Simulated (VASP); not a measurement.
Input of a VASP 6.6.1 run:

Contents of POSCAR:

```
Cu
1.0
   -1.4427933200      1.5690377355      1.3760814500
    1.4427933200     -1.5690377355      1.3760814500
    1.4427933200      1.5690377355     -1.3760814500
Cu
1
Direct
    0.0000000000      0.0000000000      0.0000000000
```

INCAR.step1

```
SYSTEM = Cu
PREC = Accurate
ENCUT = 520
ISMEAR = 0
SIGMA = 0.15
LREAL = .FALSE.
LASPH = .TRUE.
NELM = 80
NBANDS = 12
GGA = PE
ALGO = Normal
EDIFF = 1E-4
LWAVE = .TRUE.
LCHARG = .FALSE.
```

File INCAR.step2:

```
SYSTEM = Cu
PREC = Accurate
ENCUT = 520
EDIFF = 1E-6
ISMEAR = 0
SIGMA = 0.15
LREAL = .FALSE.
LASPH = .TRUE.
NELM = 80
ALGO = Normal
ISIF = 2
LWAVE = .FALSE.
LCHARG = .FALSE.
METAGGA = R2SCAN
LMIXTAU = .TRUE.
NBANDS = 12
ISTART = 1
```

KPOINTS

```
regular mesh
0
G
  24 24 24
  0 0 0
```

Potentials or basis: VASP PAW PBE potentials, release 64 (Cu).

Launch:

```sh
$ cat potpaw_PBE.64/Cu/POTCAR > POTCAR
$ cp INCAR.step1 INCAR
$ mpirun -np 1 vasp_std > vasp.out
$ cp INCAR.step2 INCAR
$ mpirun -np 1 vasp_std > vasp.out
```

Estimate the pressure.

-10.0 GPa.

Estimate the band gap on the k mesh.

zero (an odd number of electrons rules out a gap without spin polarisation).

Stress tensor (GPa, compression positive):
```
-11.02   0.00   0.00
  0.00  -8.94   0.00
  0.00   0.00 -10.11
```

Caveat: the cell differs from its parent crystal (strain +0.0875 x Voigt [0, 1, 0, 0, 0, 0]); the cell stands under tension; the PAW data sets were made with another functional, which shifts forces and pressure a little.
